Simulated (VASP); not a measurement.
Wanted: the native input for a VASP 6.6.1 run.

* Task: relaxation of cell and atoms
* Functional: PBE
* Potentials or basis: VASP PAW PBE potentials, release 64 (Mg, O)
* Cutoff: 600 eV
* k mesh: 9 × 9 × 3
* Occupations: gaussian, width 0.02 eV
* Spin: no spin polarisation
* Dipole correction: no
* Further INCAR settings: ALGO = Normal; EDIFF = 1e-06; IBRION = 2; EDIFFG = -0.01; NSW = 65; ISIF = 3

The structure of MgO lies in POSCAR:

```
MgO
1.0
    3.0078485001      0.0000000000      0.0000000000
   -1.5039242501      2.6048732118      0.0000000000
    0.0000000000      0.0000000000     12.2792552530
Mg O
5 5
Direct
    0.0000000000      0.0000000000      0.0000000000
    0.3333333333      0.6666666667      0.2000000000
    0.6666666667      0.3333333333      0.4000000000
    0.3333333333      0.6666666667      0.6000000000
    0.6666666667      0.3333333333      0.8000000000
    0.6666666667      0.3333333333      0.1000000000
    0.0000000000      0.0000000000      0.3000000000
    0.0000000000      0.0000000000      0.5000000000
    0.0000000000      0.0000000000      0.7000000000
    0.3333333333      0.6666666667      0.9000000000
```

These files were run (other wordings do the same):

INCAR

```
PREC = Accurate
ENCUT = 600
EDIFF = 1E-6
ISMEAR = 0
SIGMA = 0.02
LREAL = F
LASPH = T
NELM = 100
ALGO = Normal
ISIF = 3
LWAVE = F
LCHARG = F
GGA = PE
IBRION = 2
NSW = 65
EDIFFG = -0.01
```

KPOINTS

```
Automatic mesh
0
Gamma
  9 9 3
```

Potentials or basis: VASP PAW PBE potentials, release 64 (Mg, O).

Run with:

```console
$ cat potpaw_PBE.64/Mg/POTCAR potpaw_PBE.64/O/POTCAR > POTCAR
$ mpirun -np 1 vasp_std > vasp.out
```

It gave:

```json
{
  "Relaxed volume": "9.69 Å³/atom",
  "Relaxed cell": "a = 2.982 Å, b = 2.982 Å, c = 12.584 Å, α = 90.00°, β = 90.00°, γ = 120.00°",
  "Space group after relaxing (to 0.1 Å)": "P-3m1 (No. 164)",
  "Energy gained by relaxing": "22.0 meV/atom",
  "Ionic steps": "11",
  "Pressure after relaxing": "0.0 GPa",
  "Band gap on the k mesh": "3.70 eV"
}
```

Run time: 4 min on 1 thread of Intel(R) Xeon(R) 6975P-C (Granite Rapids), on a shared host, peak memory 0.28 GiB.
